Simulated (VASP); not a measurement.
**NaLiICl: single point with LDA**

NaLiICl:

```
Na Li I Cl
1.0
     3.55901    0.00000    0.00000
     0.00000    3.55901    0.00000
     0.00000    0.00000    5.21987
Na Li I Cl
1 1 1 1
Direct
  0.50000 0.50000 0.50000
  0.00000 0.00000 0.00000
  0.50000 0.50000 0.00000
  0.00000 0.00000 0.50000
```

- Program: VASP 6.6.1
- Task: single point
- Functional: LDA
- Potentials or basis: VASP PAW LDA potentials, release 64 (Na_pv, Li_sv, I, Cl)
- Cutoff: 520 eV
- k mesh: 4 × 4 × 3
- Occupations: gaussian, width 0.01 eV
- Spin: no spin polarisation
- Dipole correction: no
- Further INCAR settings: ALGO = Normal; EDIFF = 1e-07; NBANDS = 20

The band gap on the k mesh is 4.53 eV, direct.

Levels at points of the mesh, in eV from the valence-band top:
```tsv
k point	band 10	band 11	band 12	band 13	band 14	band 15
(0.00, 0.00, 0.00)	-0.64	-0.57	-0.57	4.82	5.23	6.27
(0.50, 0.00, 0.00)	-2.34	-2.24	-0.01	5.89	6.72	6.85
(0.50, 0.50, 0.00)	-2.75	-2.75	-1.43	4.61	4.68	4.68
```

It took 13 s on 1 thread of Intel(R) Xeon(R) Platinum 8488C (Sapphire Rapids), on a shared host, peak memory 0.16 GiB.

Caveat: the k points lie up to 0.44 Å⁻¹ apart; spin-orbit coupling is left out, which moves the levels of the heavy elements. Expect the measured gap to be larger: semilocal functionals such as LDA lack the derivative discontinuity.
